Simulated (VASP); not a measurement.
Crystal: Li2S.

```
Li S
1.0
     0.00000    2.84450    2.84450
     2.84450    0.00000    2.84450
     2.84450    2.84450    0.00000
Li S
2 1
Direct
  0.25000 0.25000 0.25000
  0.75000 0.75000 0.75000
  0.00000 0.00000 0.00000
```

| Quantity | Value |
| --- | --- |
| Program | VASP 6.6.1 |
| Task | relaxation of cell and atoms |
| Functional | LDA |
| Potentials or basis | VASP PAW LDA potentials, release 64 (Li_sv, S) |
| Cutoff | 750 eV |
| k mesh | 6 × 6 × 6 |
| Occupations | gaussian, width 0.01 eV |
| Spin | no spin polarisation |

At the start: pressure -2.7 GPa; volume 15.34 Å³/atom.

How do energy, volume and symmetry change on relaxing?

Over 3 steps the energy falls by 8.9 meV/atom and the volume is 14.38 Å³/atom (-6.3 %); space group Fm-3m (No. 225, to 0.1 Å) before and after.

Step by step:
```
step  energy change (eV)  largest force (eV/Å)  pressure (GPa)  volume (Å³)
   1              0.0000                0.0000           -2.73        46.03
   2             -0.0217                0.0000           -1.26        44.31
   3             -0.0266                0.0000           -0.07        43.13
```

Final structure:
```
Li S
1.0
     0.00000    2.78352    2.78352
     2.78352    0.00000    2.78352
     2.78352    2.78352    0.00000
Li S
2 1
Direct
  0.25000 0.25000 0.25000
  0.75000 0.75000 0.75000
  0.00000 0.00000 0.00000
```
